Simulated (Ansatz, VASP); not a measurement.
**CdS in VASP and in Ansatz**

```xyz
4
Lattice="4.1926 0.0000 0.0000 -2.0963 3.6309 0.0000 0.0000 0.0000 6.8119" Properties=species:S:1:pos:R:3 pbc="T T T"
Cd    0.0000    2.4206   -0.0066
Cd    2.0963    1.2103    3.3994
S     0.0000    2.4206    2.5610
S     2.0963    1.2103    5.9670
```

Alike in both runs: functional r2SCAN; k mesh 12 × 12 × 4; occupations fermi-dirac, width 0.02 eV; no spin polarisation.

Ansatz relaxed the structure, and its values are those at the end. VASP's run is a single point on that final structure, the one shown.

|  | VASP | Ansatz |
| --- | --- | --- |
| version | VASP 6.6.1 | Ansatz 0.2.0 |
| potentials or method | VASP PAW PBE potentials, release 64 (Cd, S), cutoff 520 eV | PAW plane waves |
| valence electrons in the cell | 36 | 52 |

|  | VASP | Ansatz | Ansatz less VASP |
| --- | --- | --- | --- |
| gap on the k mesh at the Fermi level (eV) | 1.58 | 1.58 | +0.002 |
| pressure (GPa) | -0.9 | -1.1 | -0.25 |

VASP's potentials were made for PBE, not for r2SCAN. The functional is the same, so the differences come from potentials, cutoffs and numerics. VASP's potentials hold 36 valence electrons a cell and Ansatz's 52, so a difference there can come from the potentials and not from the codes. Ansatz's warnings: stress scf threshold loose.
